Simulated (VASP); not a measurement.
Wanted: the native input for a VASP 6.6.1 run.

- Task: single point
- Functional: PBE
- Potentials or basis: VASP PAW PBE potentials, release 64 (Cu, I)
- Cutoff: 520 eV
- k mesh: 6 × 6 × 6
- Occupations: gaussian, width 0.01 eV
- Spin: no spin polarisation
- Dipole correction: no
- Further INCAR settings: ALGO = Normal; EDIFF = 1e-06; NBANDS = 16

The structure of CuI (Marshite) lies in POSCAR:

```
CuI
1.0
    0.0000000000      2.9484030267      2.9484030267
    2.9484030267      0.0000000000      2.9484030267
    2.9484030267      2.9484030267      0.0000000000
Cu I
1 1
Direct
    0.2500000000      0.2500000000      0.2500000000
    0.0000000000      0.0000000000      0.0000000000
```

These files were run (other wordings do the same):

INCAR

```
SYSTEM = CuI
PREC = Accurate
ENCUT = 520
EDIFF = 1E-6
ISMEAR = 0
SIGMA = 0.01
LREAL = .False.
LASPH = .True.
NELM = 100
ALGO = Normal
ISIF = 2
LWAVE = .False.
LCHARG = .False.
GGA = PE
NBANDS = 16
```

KPOINTS

```
regular mesh
0
Gamma
  6 6 6
  0 0 0
```

Potentials or basis: VASP PAW PBE potentials, release 64 (Cu, I).

Run with:

```console
$ cat potpaw_PBE.64/Cu/POTCAR potpaw_PBE.64/I/POTCAR > POTCAR
$ mpirun -np 1 vasp_std > vasp.out
```

Results of the run:

```
Pressure               : 4.6 GPa
Band gap on the k mesh : 1.38 eV, direct
```

Caveat: spin-orbit coupling is left out, which moves the levels of the heavy elements.

Wall time 15 s on 1 thread of Intel(R) Xeon(R) Platinum 8488C (Sapphire Rapids), on a shared host, peak memory 0.18 GiB.
